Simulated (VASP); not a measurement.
# Si2W3 (P4/mmm) in VASP: a series of runs

Runs on Si2W3. Level: PBE. Tasks: single point, relaxation of cell and atoms.

Program: VASP 6.6.1. These are calculated values, not measurements. Logs are shortened: lines on timing, memory, paths and dates and some standing lists are left out, and cuts for length are marked.

## Step 1: The cell of the first run

It takes space group P4/mmm (No. 123, tetragonal). Conventional cell: a = 3.175 Å, b = 3.175 Å, c = 9.031 Å, α = 90.00°, β = 90.00°, γ = 90.00°. Within 3.0 Å of Si (site symmetry mmm) lie 4 Si at 2.25 Å and 4 W at 2.58 Å. W (site symmetry 4mm) has 5 W at 2.48 to 3.18 Å and 4 Si at 2.58 Å within 3.3 Å. W (site symmetry 4/mmm) has 6 W at 2.48 to 3.18 Å within 3.3 Å.

The cell was generated, and may not be a known phase.

## Step 2: Single point, PBE

Input file INCAR:

```
ALGO = Fast
EDIFF = 1E-6
ENCUT = 520
GGA = PE
ISIF = 2
ISMEAR = 0
LASPH = True
LCHARG = True
LELF = True
LREAL = False
LVHAR = True
LWAVE = False
NBANDS = 33
NELM = 60
PREC = Accurate
SIGMA = 0.1
```

Input file KPOINTS:

```
k-points
0
Gamma
  6 6 4
```

Input file POSCAR:

```
Si2W3
1.0
    3.1752411778      0.0000000000      0.0000000000
    0.0000000000      3.1752411778      0.0000000000
    0.0000000000      0.0000000000      9.0313407905
Si W
2 3
Direct
    0.5000000000      0.0000000000      0.0000000000
    0.0000000000      0.5000000000      0.0000000000
    0.0000000000      0.0000000000      0.2254351197
    0.0000000000      0.0000000000      0.7745648803
    0.0000000000      0.0000000000      0.5000000000
```

Potentials or basis: VASP PAW PBE potentials, release 64 (Si, W_sv).

On the command line:

```console
$ cat potpaw_PBE.64/Si/POTCAR potpaw_PBE.64/W_sv/POTCAR > POTCAR
$ mpirun -np 1 vasp_std > vasp.out
```

OUTCAR:

```text
EDIFF = 1E-6
   ENCUT = 520
   GGA = PE
   ISIF = 2
   ISMEAR = 0
   LASPH = True
   LREAL = False
   NELM = 60
   PREC = Accurate

 ion  position               nearest neighbor table
   1  0.500  0.000  0.000-   2 2.25   2 2.25   2 2.25   2 2.25   4 2.58   3 2.58   4 2.58   3 2.58

   2  0.000  0.500  0.000-   1 2.25   1 2.25   1 2.25   1 2.25   3 2.58   4 2.58   4 2.58   3 2.58

   3  0.000  0.000  0.225-   5 2.48   2 2.58   1 2.58   2 2.58   1 2.58
   4  0.000  0.000  0.775-   5 2.48   2 2.58   1 2.58   2 2.58   1 2.58
   5  0.000  0.000  0.500-   3 2.48   4 2.48

  LATTYP: Found a simple tetragonal cell.
 ALAT       =     3.1752411778
 C/A-ratio  =     2.8443007270

  Lattice vectors:

 A1 = (   3.1752411778,   0.0000000000,   0.0000000000)
 A2 = (   0.0000000000,   3.1752411778,   0.0000000000)
 A3 = (   0.0000000000,   0.0000000000,   9.0313407905)

Analysis of symmetry for initial positions (statically):
=====================================================================
 Subroutine PRICEL returns:
 Original cell was already a primitive cell.

 Routine SETGRP: Setting up the symmetry group for a
 simple tetragonal supercell.

 Subroutine GETGRP returns: Found 16 space group operations
 (whereof 16 operations were pure point group operations)
 out of a pool of 16 trial point group operations.

The static configuration has the point symmetry D_4h.

Analysis of symmetry for dynamics (positions and initial velocities):
=====================================================================
 Subroutine PRICEL returns:
 Original cell was already a primitive cell.

 Routine SETGRP: Setting up the symmetry group for a
 simple tetragonal supercell.

 Subroutine GETGRP returns: Found 16 space group operations
 (whereof 16 operations were pure point group operations)
 out of a pool of 16 trial point group operations.

The dynamic configuration has the point symmetry D_4h.

 Subroutine INISYM returns: Found 16 space group operations
 (whereof 16 operations are pure point group operations),
 and found     1 'primitive' translations

----------------------------------------------------------------------------------------

                                     Primitive cell

  volume of cell :      91.0554

  direct lattice vectors                    reciprocal lattice vectors
     3.175241178  0.000000000  0.000000000     0.314936707  0.000000000  0.000000000
     0.000000000  3.175241178  0.000000000     0.000000000  0.314936707  0.000000000
     0.000000000  0.000000000  9.031340790     0.000000000  0.000000000  0.110725530

  length of vectors
     3.175241178  3.175241178  9.031340790     0.314936707  0.314936707  0.110725530

  position of ions in fractional coordinates (direct lattice)
     0.500000000  0.000000000  0.000000000
     0.000000000  0.500000000  0.000000000
     0.000000000  0.000000000  0.225435120
     0.000000000  0.000000000  0.774564880
     0.000000000  0.000000000  0.500000000

  ion indices of the primitive-cell ions
   primitive index   ion index
                 1           1
                 2           2
                 3           3
                 4           4
                 5           5

----------------------------------------------------------------------------------------

 KPOINTS: k-points

Automatic generation of k-mesh.
 Grid dimensions read from file:
 generate k-points for:    6    6    4

 Generating k-lattice:

  Cartesian coordinates                     Fractional coordinates (reciprocal lattice)
     0.052489451  0.000000000  0.000000000     0.166666667  0.000000000  0.000000000
     0.000000000  0.052489451  0.000000000     0.000000000  0.166666667  0.000000000
     0.000000000  0.000000000  0.027681383     0.000000000  0.000000000  0.250000000

  Length of vectors
     0.052489451  0.052489451  0.027681383

  Shift w.r.t. Gamma in fractional coordinates (k-lattice)
     0.000000000  0.000000000  0.000000000

 Subroutine IBZKPT returns following result:
 ===========================================

 Found     30 irreducible k-points:

 Following reciprocal coordinates:
            Coordinates               Weight
  0.000000  0.000000  0.000000      1.000000
  0.166667  0.000000  0.000000      4.000000
  0.333333  0.000000  0.000000      4.000000
  0.500000  0.000000  0.000000      2.000000
  0.166667  0.166667  0.000000      4.000000
  0.333333  0.166667  0.000000      8.000000
[... 16 lines left out ...]
  0.333333  0.000000  0.500000      4.000000
  0.500000  0.000000  0.500000      2.000000
 [... further k-points ...]
   k-points           NKPTS =     30   k-points in BZ     NKDIM =     30   number of bands    NBANDS=     33
   number of dos      NEDOS =    301   number of ions     NIONS =      5
   total plane-waves  NPLWV =  40320
   dimension x,y,z NGX =    24 NGY =   24 NGZ =   70
   dimension x,y,z NGXF=    48 NGYF=   48 NGZF=  140
   ions per type =               2   3
   NGX,Y,Z   is equivalent  to a cutoff of  12.57, 12.57, 12.89 a.u.
   NGXF,Y,Z  is equivalent  to a cutoff of  25.13, 25.13, 25.77 a.u.
 SYSTEM =  unknown system
   PREC   = accura    normal or accurate (medium, high low for compatibility)
   ISTART =      0    job   : 0-new  1-cont  2-samecut
   ICHARG =      2    charge: 1-file 2-atom 10-const
   ISPIN  =      1    spin polarized calculation?
   LNONCOLLINEAR =      F non collinear calculations
   LSORBIT =      F    spin-orbit coupling
   LASPH  =      T    aspherical Exc in radial PAW
   ENCUT  =  520.0 eV  38.22 Ry    6.18 a.u.   5.90  5.90 16.79*2*pi/ulx,y,z
   NELM   =     60;   NELMIN=  2; NELMDL= -5     # of ELM steps
   EDIFF  = 0.1E-05   stopping-criterion for ELM
   LREAL  =      F    real-space projection
   EDIFFG = 0.1E-04   stopping-criterion for IOM
   NSW    =      0    number of steps for IOM
   IBRION =     -1    ionic relax: 0-MD 1-quasi-New 2-CG
   NFREE  =      0    steps in history (QN), initial steepest desc. (CG)
   ISIF   =      2    stress and relaxation
   ISYM   =      2    0-nonsym 1-usesym 2-fastsym
   POTIM  = 0.5000    time-step for ionic-motion
   TEBEG  =    0.0;   TEEND  =   0.0 temperature during run
   PSTRESS=    0.0 pullay stress
   NELECT =      50.0000    total number of electrons
   NUPDOWN=      -1.0000    fix difference up-down
   EMIN   =  10.00;   EMAX   =-10.00  energy-range for DOS
   EFERMI =   0.00;   METHOD = LEGACY
   ISMEAR =     0;   SIGMA  =   0.10  broadening in eV -4-tet -1-fermi 0-gaus
   EFERMI_NEDOS =   21; number of points for ismear=-14 and -15
   IALGO  =     68    algorithm
   IMIX   =      4    mixing-type and parameters
     AMIX     =   0.40;   BMIX     =  1.00
     AMIX_MAG =   1.60;   BMIX_MAG =  1.00
  volume/ion in A,a.u.               =      18.21       122.89
  Fermi-wavevector in a.u.,A,eV,Ry     =   1.340591  2.533350 24.452173  1.797184
  Thomas-Fermi vector in A             =   2.468892
   LORBIT       =      0    0 simple, 1 ext, 2 COOP (PROOUT), +10 PAW based schemes
   GGA     = PE    functional components
   LHFCALC =     F    Hartree Fock is set to
   AEXX    =    0.0000 exact exchange contribution
   IVDW    =     0    specifies the selected vdW correction
   LEPSILON=     F    determine dielectric tensor
   LRPA    =     F    only Hartree local field effects (RPA)
 non-spin polarized calculation
 RMM-DIIS sequential band-by-band and
 Gauss-broadening in eV      SIGMA  =   0.10
  energy-cutoff  :      520.00
  volume of cell :       91.06
 maximum number of plane-waves:      2476
 NGX is ok and might be reduce to    24
   NGX = 11   NGY = 11   NGZ = 33

 number of electron      49.9999992 magnetization

 Free energy of the ion-electron system (eV)
  ---------------------------------------------------
  ext. energy  EPLUGINS =         0.00000000
  ---------------------------------------------------
  free energy    TOTEN  =       -42.28500524 eV

  energy without entropy =      -42.26181546  energy(sigma->0) =      -42.27341035

 E-fermi :   8.2098     XC(G=0): -11.5943

 val. band max:        8.1908029170   @ k =   0.0000   0.0000   0.5000
 cond. band min:       8.2302460342   @ k =   0.5000   0.5000   0.0000
 fundamental gap:      0.0394431172
 Fermi energy:         8.2097870086

 k-point     1 :       0.0000    0.0000    0.0000
  band No.  band energies     occupation
      1     -65.9135      2.00000
      2     -65.8515      2.00000
      3     -65.7798      2.00000
      4     -30.7611      2.00000
      5     -30.1278      2.00000
      6     -30.0218      2.00000
[... 25 lines left out ...]
     32      10.7613      0.00000
     33      10.7621      0.00000

 k-point     2 :       0.1667    0.0000    0.0000
  band No.  band energies     occupation
      1     -65.9115      2.00000
      2     -65.8495      2.00000
      3     -65.7779      2.00000
      4     -30.7549      2.00000
      5     -30.1218      2.00000
      6     -30.0749      2.00000
[... 25 lines left out ...]
     32      10.9878      0.00000
     33      11.7006      0.00000

 k-point     3 :       0.3333    0.0000    0.0000
  band No.  band energies     occupation
      1     -65.9075      2.00000
      2     -65.8455      2.00000
      3     -65.7740      2.00000
      4     -30.7426      2.00000
      5     -30.1797      2.00000
      6     -30.1142      2.00000
[... 25 lines left out ...]
     32      11.1498      0.00000
     33      12.3497      0.00000

 k-point     4 :       0.5000    0.0000    0.0000
  band No.  band energies     occupation
      1     -65.9054      2.00000
      2     -65.8435      2.00000
      3     -65.7721      2.00000
      4     -30.7365      2.00000
      5     -30.2314      2.00000
      6     -30.1648      2.00000
[... 673 lines left out ...]
     32      11.2032      0.00000
     33      12.5826      0.00000

 k-point    23 :       0.3333    0.0000    0.5000
  band No.  band energies     occupation
      1     -65.9074      2.00000
      2     -65.8456      2.00000
      3     -65.7740      2.00000
      4     -30.7486      2.00000
      5     -30.1787      2.00000
      6     -30.1157      2.00000
[... 25 lines left out ...]
     32      10.7430      0.00000
     33      11.7115      0.00000

 k-point    24 :       0.5000    0.0000    0.5000
  band No.  band energies     occupation
      1     -65.9053      2.00000
      2     -65.8436      2.00000
      3     -65.7721      2.00000
      4     -30.7422      2.00000
      5     -30.2303      2.00000
      6     -30.1666      2.00000
[... 25 lines left out ...]
     32      11.6525      0.00000
     33      12.2013      0.00000

 [... further k-points ...]

------------------------ aborting loop because EDIFF is reached ----------------------------------------

  FORCE on cell =-STRESS in cart. coord.  units (eV):
  Direction    XX          YY          ZZ          XY          YZ          ZX
  --------------------------------------------------------------------------------------
  -------------------------------------------------------------------------------------
  Total        0.0058041      0.0058041      0.3960500      0.0000000     -0.0000000      0.0000000
  in kB        0.1021271      0.1021271      6.9687503      0.0000000     -0.0000000      0.0000000
  external PRESSURE =       2.3910015 kB  Pullay stress =       0.0000000 kB

 VOLUME and BASIS-vectors are now :
 -----------------------------------------------------------------------------
  energy-cutoff  :      520.00
  volume of cell :       91.06
      direct lattice vectors                 reciprocal lattice vectors
     3.175241178  0.000000000  0.000000000     0.314936707  0.000000000  0.000000000
     0.000000000  3.175241178  0.000000000     0.000000000  0.314936707  0.000000000
     0.000000000  0.000000000  9.031340790     0.000000000  0.000000000  0.110725530

 POSITION                                       TOTAL-FORCE (eV/Angst)
 -----------------------------------------------------------------------------------
      1.58762      0.00000      0.00000         0.000000     -0.000000      0.000000
      0.00000      1.58762      0.00000         0.000000     -0.000000      0.000000
      0.00000      0.00000      2.03598         0.000000      0.000000     -0.080802
      0.00000      0.00000      6.99536         0.000000      0.000000      0.080802
      0.00000      0.00000      4.51567         0.000000     -0.000000      0.000000
 -----------------------------------------------------------------------------------
    total drift:                                0.000000     -0.000000      0.000000

  FREE ENERGIE OF THE ION-ELECTRON SYSTEM (eV)
  ---------------------------------------------------
  free  energy   TOTEN  =       -42.2850052392 eV

  energy  without entropy=      -42.2618154604  energy(sigma->0) =      -42.27341035
```

Run time: 59 s. Hardware: 1 thread of AMD EPYC 9R45 (Zen 5), shared host; peak memory 0.2 GiB.

Results:

```yaml
Free_energy: -42.2850 eV
Pressure: 0.2 GPa
Largest_force: 0.081 eV/Å
Band_gap_on_the_k_mesh: zero (bands 25 and 26 overlap by 1.71 eV)
```

Forces on the atoms (eV/Å):
```
Si   0.000  0.000  0.000
Si   0.000  0.000  0.000
W    0.000  0.000 -0.081
W    0.000  0.000  0.081
W    0.000  0.000  0.000
```

Stress tensor (GPa, compression positive):
```
0.01 0.00 0.00
0.00 0.01 0.00
0.00 0.00 0.70
```

Caveat: spin-orbit coupling is left out, which moves the levels of the heavy elements.

[end of part 1 of 3]

The gap in the log of VASP goes by the Fermi energy; the results here count the filled bands.